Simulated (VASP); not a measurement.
# HW12C12 in VASP: notebook

HW12C12 is run at these levels: PBE; tasks: single point.

Program: VASP 6.6.1. These are calculated values, not measurements. Logs are shortened: lines on timing, memory, paths and dates and some standing lists are left out, and cuts for length are marked.

### 1 The cell of the first run

The cell holds a slab with vacuum, 25 atoms: a = 5.764 Å, b = 5.764 Å, c = 19.060 Å, α = 90.00°, β = 90.00°, γ = 120.00°.

### 2 Single point, PBE

The input, INCAR:

```
SYSTEM = HW12C12
PREC = Accurate
ENCUT = 520
EDIFF = 1E-6
ISMEAR = -1
SIGMA = 0.15
LREAL = Auto
LASPH = .TRUE.
NELM = 80
ALGO = Normal
ISIF = 2
LWAVE = .FALSE.
LCHARG = .TRUE.
GGA = PE
LELF = .TRUE.
LVHAR = .TRUE.
NBANDS = 126
```

The input, KPOINTS:

```
Automatic mesh
0
G
  3 3 1
  0 0 0
```

The input, POSCAR:

```
HW12C12
1.0
    5.7641400000      0.0000000000      0.0000000000
   -2.8820700000      4.9918920000      0.0000000000
    0.0000000000      0.0000000000     19.0596750000
W C H
12 12 1
Direct
    0.0000000000      0.0000000000      0.0524668000
   -0.0000243558     -0.0000406576      0.2022159728
    0.0003377280      0.0006583391      0.3547310850
    0.0000000000      0.5000000000      0.0524668000
   -0.0000122672      0.5000049896      0.2022209415
    0.0003301053      0.4993892820      0.3547338719
    0.5000000000      0.0000000000      0.0524668000
    0.4999913591      0.0000041056      0.2019850079
    0.4999069956     -0.0001682179      0.3548966985
    0.5000000000      0.5000000000      0.0524668000
    0.5000357971      0.5000203873      0.2022228479
    0.4991246179      0.4994371370      0.3547498627
    0.3333333000      0.1666667000      0.1265465000
    0.3334846857      0.1664983030      0.2744458968
    0.3317275029      0.1680069238      0.4136315365
    0.3333333000      0.6666667000      0.1265465000
    0.3334871688      0.6669224674      0.2744488736
    0.3317646514      0.6635980859      0.4136473555
    0.8333333000      0.1666667000      0.1265465000
    0.8330557500      0.1664815301      0.2744346952
    0.8362002696      0.1679241305      0.4136409963
    0.8333333000      0.6666667000      0.1265465000
    0.8333154915      0.6666266181      0.2753999326
    0.8332115785      0.6664057306      0.4198496665
   -0.1666674931     -0.3332994523      0.4771049938
```

Potentials or basis: VASP PAW PBE potentials, release 64 (W_sv, C, H).

On the command line:

```bash
> cat potpaw_PBE.64/W_sv/POTCAR potpaw_PBE.64/C/POTCAR potpaw_PBE.64/H/POTCAR > POTCAR
> mpirun -np 1 vasp_std > vasp.out
```

OUTCAR:

```text
SYSTEM = HW12C12
   PREC = Accurate
   ENCUT = 520
   EDIFF = 1E-6
   ISMEAR = -1
   LREAL = Auto
   LASPH = .TRUE.
   NELM = 80
   ISIF = 2
   GGA = PE

 ion  position               nearest neighbor table
   1  0.000  0.000  0.052-  13 2.18  22 2.18  19 2.18   2 2.85   7 2.88   7 2.88   4 2.88   4 2.88
                            10 2.88  10 2.88
   2  1.000  1.000  0.202-  20 2.16  14 2.16  23 2.17  22 2.20  19 2.20  13 2.20   1 2.85  11 2.88
                             5 2.88   8 2.88   8 2.88   5 2.88  11 2.88   3 2.91
   3  0.000  0.001  0.355-  15 2.00  21 2.00  24 2.08  23 2.25  20 2.26  14 2.26   6 2.87  12 2.88
                             9 2.88   9 2.88  12 2.89   6 2.89   2 2.91
   4  0.000  0.500  0.052-  16 2.18  19 2.18  22 2.18   5 2.85  10 2.88  10 2.88   7 2.88   1 2.88
                             1 2.88   7 2.88
   5  1.000  0.500  0.202-  20 2.16  17 2.16  23 2.17  22 2.20  19 2.20  16 2.20   4 2.85  11 2.88
                             2 2.88   8 2.88   8 2.88   2 2.88  11 2.88   6 2.91
   6  0.000  0.499  0.355-  18 2.00  21 2.00  24 2.08  23 2.25  20 2.26  17 2.26   3 2.87  12 2.87
                             9 2.88   9 2.88  12 2.89   3 2.89   5 2.91
   7  0.500  0.000  0.052-  19 2.18  16 2.18  13 2.18   8 2.85   1 2.88   1 2.88   4 2.88  10 2.88
                            10 2.88   4 2.88
   8  0.500  0.000  0.202-  14 2.16  20 2.16  17 2.16  13 2.20  16 2.20  19 2.20   7 2.85   2 2.88
                            11 2.88   5 2.88   5 2.88  11 2.88   2 2.88   9 2.91
   9  0.500  1.000  0.355-  18 2.02  21 2.02  15 2.02  17 2.26  14 2.26  20 2.26   3 2.88   6 2.88
                            12 2.88  12 2.88   6 2.88   3 2.88   8 2.91
  10  0.500  0.500  0.052-  22 2.18  13 2.18  16 2.18  11 2.85   4 2.88   4 2.88   7 2.88   7 2.88
                             1 2.88   1 2.88
  11  0.500  0.500  0.202-  17 2.16  14 2.16  23 2.17  22 2.20  16 2.20  13 2.20  10 2.85   2 2.88
                             5 2.88   8 2.88   8 2.88   5 2.88   2 2.88  12 2.91
  12  0.499  0.499  0.355-  15 2.00  18 2.00  24 2.08  23 2.25  14 2.26  17 2.26   6 2.87   3 2.88
                             9 2.88   9 2.88   3 2.89   6 2.89  11 2.91
  13  0.333  0.167  0.127-   1 2.18  10 2.18   7 2.18   8 2.20   2 2.20  11 2.20
  14  0.333  0.166  0.274-  11 2.16   2 2.16   8 2.16  12 2.26   3 2.26   9 2.26
  15  0.332  0.168  0.414-  12 2.00   3 2.00   9 2.02
  16  0.333  0.667  0.127-   4 2.18   7 2.18  10 2.18   8 2.20   5 2.20  11 2.20
  17  0.333  0.667  0.274-  11 2.16   5 2.16   8 2.16   6 2.26  12 2.26   9 2.26
  18  0.332  0.664  0.414-   6 2.00  12 2.00   9 2.02
  19  0.833  0.167  0.127-   7 2.18   4 2.18   1 2.18   8 2.20   2 2.20   5 2.20
  20  0.833  0.166  0.274-   2 2.16   5 2.16   8 2.16   6 2.26   3 2.26   9 2.26
  21  0.836  0.168  0.414-   3 2.00   6 2.00   9 2.02
  22  0.833  0.667  0.127-  10 2.18   1 2.18   4 2.18   2 2.20  11 2.20   5 2.20
  23  0.833  0.667  0.275-  11 2.17   5 2.17   2 2.17   3 2.25  12 2.25   6 2.25
  24  0.833  0.666  0.420-  25 1.09  12 2.08   6 2.08   3 2.08
  25  0.833  0.667  0.477-  24 1.09

  LATTYP: Found a hexagonal cell.
 ALAT       =     5.7641400000
 C/A-ratio  =     3.3065947392

  Lattice vectors:

 A1 = (   5.7641400000,   0.0000000000,   0.0000000000)
 A2 = (  -2.8820700000,   4.9918920000,   0.0000000000)
 A3 = (   0.0000000000,   0.0000000000,  19.0596750000)

Analysis of symmetry for initial positions (statically):
=====================================================================
 Subroutine PRICEL returns:
 Original cell was already a primitive cell.

 Routine SETGRP: Setting up the symmetry group for a
 hexagonal supercell.

 Subroutine GETGRP returns: Found  1 space group operations
 (whereof  1 operations were pure point group operations)
 out of a pool of 24 trial point group operations.

The static configuration has the point symmetry C_1 .

Analysis of symmetry for dynamics (positions and initial velocities):
=====================================================================
 Subroutine PRICEL returns:
 Original cell was already a primitive cell.

 Routine SETGRP: Setting up the symmetry group for a
 hexagonal supercell.

 Subroutine GETGRP returns: Found  1 space group operations
 (whereof  1 operations were pure point group operations)
 out of a pool of 24 trial point group operations.

The dynamic configuration has the point symmetry C_1 .

 Subroutine INISYM returns: Found  1 space group operations
 (whereof  1 operations are pure point group operations),
 and found     1 'primitive' translations

----------------------------------------------------------------------------------------

                                     Primitive cell

  volume of cell :     548.4224

  direct lattice vectors                    reciprocal lattice vectors
     5.764140000  0.000000000  0.000000000     0.173486418  0.100162423  0.000000000
    -2.882070000  4.991892000  0.000000000     0.000000000  0.200324847  0.000000000
     0.000000000  0.000000000 19.059675000     0.000000000  0.000000000  0.052466792

  length of vectors
     5.764140000  5.764140285 19.059675000     0.200324857  0.200324847  0.052466792

  position of ions in fractional coordinates (direct lattice)
     0.000000000  0.000000000  0.052466800
     0.999975644  0.999959342  0.202215973
     0.000337728  0.000658339  0.354731085
     0.000000000  0.500000000  0.052466800
     0.999987733  0.500004990  0.202220942
     0.000330105  0.499389282  0.354733872
[... 17 lines left out ...]
     0.833211578  0.666405731  0.419849666
     0.833332507  0.666700548  0.477104994

  ion indices of the primitive-cell ions
   primitive index   ion index
                 1           1
                 2           2
                 3           3
                 4           4
                 5           5
                 6           6
[... 17 lines left out ...]
                24          24
                25          25

----------------------------------------------------------------------------------------

 KPOINTS: Automatic mesh

Automatic generation of k-mesh.
 Grid dimensions read from file:
 generate k-points for:    3    3    1

 Generating k-lattice:

  Cartesian coordinates                     Fractional coordinates (reciprocal lattice)
     0.057828806  0.033387474  0.000000000     0.333333333  0.000000000  0.000000000
     0.000000000  0.066774949  0.000000000     0.000000000  0.333333333  0.000000000
     0.000000000  0.000000000  0.052466792     0.000000000  0.000000000  1.000000000

  Length of vectors
     0.066774952  0.066774949  0.052466792

  Shift w.r.t. Gamma in fractional coordinates (k-lattice)
     0.000000000  0.000000000  0.000000000

 Subroutine IBZKPT returns following result:
 ===========================================

 Found      5 irreducible k-points:

 Following reciprocal coordinates:
            Coordinates               Weight
  0.000000  0.000000  0.000000      1.000000
  0.333333  0.000000  0.000000      2.000000
  0.000000  0.333333  0.000000      2.000000
 -0.333333  0.333333  0.000000      2.000000
  0.333333  0.333333  0.000000      2.000000
   k-points           NKPTS =      5   k-points in BZ     NKDIM =      5   number of bands    NBANDS=    126
   number of dos      NEDOS =    301   number of ions     NIONS =     25
   total plane-waves  NPLWV = 331776
   dimension x,y,z NGX =    48 NGY =   48 NGZ =  144
   dimension x,y,z NGXF=    96 NGYF=   96 NGZF=  288
   ions per type =              12  12   1
   NGX,Y,Z   is equivalent  to a cutoff of  13.84, 13.84, 12.56 a.u.
   NGXF,Y,Z  is equivalent  to a cutoff of  27.69, 27.69, 25.12 a.u.
 SYSTEM =  HW12C12
   PREC   = accura    normal or accurate (medium, high low for compatibility)
   ISTART =      0    job   : 0-new  1-cont  2-samecut
   ICHARG =      2    charge: 1-file 2-atom 10-const
   ISPIN  =      1    spin polarized calculation?
   LNONCOLLINEAR =      F non collinear calculations
   LSORBIT =      F    spin-orbit coupling
   LASPH  =      T    aspherical Exc in radial PAW
   ENCUT  =  520.0 eV  38.22 Ry    6.18 a.u.  10.72 10.72 35.44*2*pi/ulx,y,z
   NELM   =     80;   NELMIN=  2; NELMDL= -5     # of ELM steps
   EDIFF  = 0.1E-05   stopping-criterion for ELM
   LREAL  =      T    real-space projection
   EDIFFG = 0.1E-04   stopping-criterion for IOM
   NSW    =      0    number of steps for IOM
   IBRION =     -1    ionic relax: 0-MD 1-quasi-New 2-CG
   NFREE  =      0    steps in history (QN), initial steepest desc. (CG)
   ISIF   =      2    stress and relaxation
   ISYM   =      2    0-nonsym 1-usesym 2-fastsym
   POTIM  = 0.5000    time-step for ionic-motion
   TEBEG  =    0.0;   TEEND  =   0.0 temperature during run
   PSTRESS=    0.0 pullay stress
   NELECT =     217.0000    total number of electrons
   NUPDOWN=      -1.0000    fix difference up-down
   EMIN   =  10.00;   EMAX   =-10.00  energy-range for DOS
   EFERMI =   0.00;   METHOD = LEGACY
   ISMEAR =    -1;   SIGMA  =   0.15  broadening in eV -4-tet -1-fermi 0-gaus
   EFERMI_NEDOS =   21; number of points for ismear=-14 and -15
   IALGO  =     38    algorithm
   IMIX   =      4    mixing-type and parameters
     AMIX     =   0.40;   BMIX     =  1.00
     AMIX_MAG =   1.60;   BMIX_MAG =  1.00
  volume/ion in A,a.u.               =      21.94       148.04
  Fermi-wavevector in a.u.,A,eV,Ry     =   1.201867  2.271199 19.653396  1.444484
  Thomas-Fermi vector in A             =   2.337664
   LORBIT       =      0    0 simple, 1 ext, 2 COOP (PROOUT), +10 PAW based schemes
   GGA     = PE    functional components
   LHFCALC =     F    Hartree Fock is set to
   AEXX    =    0.0000 exact exchange contribution
   IVDW    =     0    specifies the selected vdW correction
   LEPSILON=     F    determine dielectric tensor
   LRPA    =     F    only Hartree local field effects (RPA)
 non-spin polarized calculation
  energy-cutoff  :      520.00
  volume of cell :      548.42
 maximum number of plane-waves:     14819
 NGX is ok and might be reduce to    48
   NGX = 21   NGY = 21   NGZ = 71

 number of electron     216.9999975 magnetization

 Free energy of the ion-electron system (eV)
  ---------------------------------------------------
  ext. energy  EPLUGINS =         0.00000000
  ---------------------------------------------------
  free energy    TOTEN  =      -256.86517788 eV

  energy without entropy =     -256.49215829  energy(sigma->0) =     -256.67866809

 E-fermi :   2.2414     XC(G=0):  -7.3412

 val. band max:        2.1254065179   @ k =   0.0000   0.0000   0.0000
 cond. band min:       2.4913501600   @ k =   0.0000   0.0000   0.0000
 fundamental gap:      0.3659436421
 Fermi energy:         2.2413549025

 k-point     1 :       0.0000    0.0000    0.0000
  band No.  band energies     occupation
      1     -71.7942      2.00000
      2     -71.7615      2.00000
      3     -71.7330      2.00000
      4     -71.7330      2.00000
      5     -71.7197      2.00000
      6     -71.7013      2.00000
[... 112 lines left out ...]
    119       4.8860      0.00000
    120       4.8864      0.00000

 k-point     2 :       0.3333    0.0000    0.0000
  band No.  band energies     occupation
      1     -71.7784      2.00000
      2     -71.7469      2.00000
      3     -71.7458      2.00000
      4     -71.7330      2.00000
      5     -71.7223      2.00000
      6     -71.7151      2.00000
[... 365 lines left out ...]
      3     -71.7468      2.00000
      4     -71.7244      2.00000
      5     -71.7244      2.00000
      6     -71.7218      2.00000
[... 112 lines left out ...]
    119       4.2017      0.00000
    120       4.3121      0.00000
 [bands above 120 left out]

------------------------ aborting loop because EDIFF is reached ----------------------------------------

  FORCE on cell =-STRESS in cart. coord.  units (eV):
  Direction    XX          YY          ZZ          XY          YZ          ZX
  --------------------------------------------------------------------------------------
  -------------------------------------------------------------------------------------
  Total       19.6749571     19.6745557     -2.7345511      0.0017663      0.0391830      0.0003479
  in kB       57.4789973     57.4778248     -7.9887978      0.0051602      0.1144702      0.0010164
  external PRESSURE =      35.6560081 kB  Pullay stress =       0.0000000 kB

 VOLUME and BASIS-vectors are now :
 -----------------------------------------------------------------------------
  energy-cutoff  :      520.00
  volume of cell :      548.42
      direct lattice vectors                 reciprocal lattice vectors
     5.764140000  0.000000000  0.000000000     0.173486418  0.100162423  0.000000000
    -2.882070000  4.991892000  0.000000000     0.000000000  0.200324847  0.000000000
     0.000000000  0.000000000 19.059675000     0.000000000  0.000000000  0.052466792

 POSITION                                       TOTAL-FORCE (eV/Angst)
 -----------------------------------------------------------------------------------
      0.00000      0.00000      1.00000        -0.000004     -0.012295      0.716800
      2.88205      4.99169      3.85417         0.002293     -0.002091     -0.002250
      0.00005      0.00329      6.76106        -0.001518     -0.020330     -0.035872
     -1.44104      2.49595      1.00000        -0.010649      0.006379      0.717309
      4.32302      2.49597      3.85427        -0.000803     -0.000395     -0.004854
     -1.43737      2.49290      6.76111        -0.018371      0.016536     -0.033104
[... 17 lines left out ...]
      2.88212      3.32663      8.00220         0.001427      0.008265      0.049177
      2.88197      3.32810      9.09347         0.000494     -0.002388      0.014050
 -----------------------------------------------------------------------------------
    total drift:                                0.002065     -0.002030      0.053014

  FREE ENERGIE OF THE ION-ELECTRON SYSTEM (eV)
  ---------------------------------------------------
  free  energy   TOTEN  =      -256.8651778835 eV

  energy  without entropy=     -256.4921582950  energy(sigma->0) =     -256.67866809
```

Run time: 33 min. Hardware: 1 thread of Oxide Virtual Turin-like, shared host; peak memory 0.76 GiB.

Results:

```
Free energy   : -256.8652 eV
Largest force : 0.764 eV/Å
```

Forces on the atoms (eV/Å):
```
W    0.000 -0.012  0.717
W    0.002 -0.002 -0.002
W   -0.002 -0.020 -0.036
W   -0.011  0.006  0.717
W   -0.001  0.000 -0.005
W   -0.018  0.017 -0.033
W    0.000  0.000  0.668
W    0.002 -0.003 -0.008
W    0.002  0.004 -0.038
W    0.011  0.006  0.718
W    0.001 -0.003 -0.005
W    0.012  0.014 -0.040
C    0.006 -0.003 -0.763
C    0.001 -0.003  0.009
C    0.005 -0.003  0.099
C    0.000  0.007 -0.763
C   -0.002  0.001  0.010
C    0.002 -0.001  0.093
C   -0.007 -0.004 -0.763
C   -0.005 -0.004  0.014
C   -0.002  0.002  0.095
C    0.000 -0.001 -0.732
C    0.001 -0.003 -0.013
C    0.001  0.008  0.049
H    0.000 -0.002  0.014
```

Caveat: the k points lie up to 0.42 Å⁻¹ apart; spin-orbit coupling is left out, which moves the levels of the heavy elements.

(Part 1 of 2 ends here.)
